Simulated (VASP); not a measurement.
Here is a VASP 6.6.1 calculation.

INCAR

```
SYSTEM = HfB
ALGO = Normal
EDIFF = 1E-6
ENCUT = 520
GGA = PS
GGA_COMPAT = .False.
ISIF = 2
ISMEAR = -1
LASPH = .True.
LCHARG = .True.
LMAXMIX = 4
LNONCOLLINEAR = .True.
LORBIT = 11
LORBMOM = .True.
LREAL = .False.
LSORBIT = .True.
LVHAR = .True.
LWAVE = .False.
MAGMOM = 0 0 0 0 0 0
NBANDS = 25
NELM = 150
PREC = Accurate
SIGMA = 0.05
```

File KPOINTS:

```
k-points
0
Gamma
  7 7 7
  0 0 0
```

The input POSCAR:

```
HfB
1.0
    0.0000000000      2.3100000000      2.3100000000
    2.3100000000      0.0000000000      2.3100000000
    2.3100000000      2.3100000000      0.0000000000
Hf B
1 1
Direct
    0.5000000000      0.5000000000      0.5000000000
    0.0000000000      0.0000000000      0.0000000000
```

Potentials or basis: VASP PAW PBE potentials, release 64 (Hf_pv, B).

Command:

```console
$ cat potpaw_PBE.64/Hf_pv/POTCAR potpaw_PBE.64/B/POTCAR > POTCAR
$ mpirun -np 1 vasp_ncl > vasp.out
```

**Question.** Estimate the net moment.

**Answer.** 0.00 μB per cell.

**Question.** What does it give for the pressure?

**Answer.** 23.8 GPa.

Moments on the atoms (μB; x, y, z):
```
Hf  0.00 0.00 0.00
B   0.00 0.00 0.00
```

Caveat: the PAW data sets were made with another functional, which shifts forces and pressure a little.
